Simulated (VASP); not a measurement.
InGa3P4, 8 atoms in the cell. Symmetry: I-42m, No. 121, tetragonal system. The conventional cell has a = 5.620 Å, b = 5.620 Å, c = 11.220 Å, α = 90.00°, β = 90.00°, γ = 90.00°. Within 3.4 Å of In (site symmetry -42m) lie 4 P at 2.55 Å. Ga (site symmetry -4) has 4 P at 2.40 Å within 3.2 Å. Ga (site symmetry -42m) has 4 P at 2.38 Å within 3.1 Å. Within 3.1 Å of P (site symmetry m) lie 3 Ga at 2.38 to 2.40 Å and 1 In at 2.55 Å. 

```yaml
Program: VASP 6.6.1
Task: single point
Functional: PBE
Potentials_or_basis: VASP PAW PBE potentials, release 64 (In_d, Ga_d, P)
Cutoff: 520 eV
k_mesh: 8 × 8 × 8
Occupations: gaussian, width 0.02 eV
Spin: no spin polarisation
Dipole_correction: no
Further_INCAR_settings: ALGO = Normal; EDIFF = 1e-07; NBANDS = 46
```

Potentials or basis: VASP PAW PBE potentials, release 64 (In_d, Ga_d, P).

Command:

```console
$ cat potpaw_PBE.64/In_d/POTCAR potpaw_PBE.64/Ga_d/POTCAR potpaw_PBE.64/P/POTCAR > POTCAR
$ mpirun -np 1 vasp_std > vasp.out
```

Hardware: 1 thread of Intel(R) Xeon(R) Platinum 8488C (Sapphire Rapids), on a shared host.

How long does it take, and how much memory?

It took 12 min on 1 thread of Intel(R) Xeon(R) Platinum 8488C (Sapphire Rapids) (shared host), peak memory 0.66 GiB. Counts: scf iterations 17, k points 59.
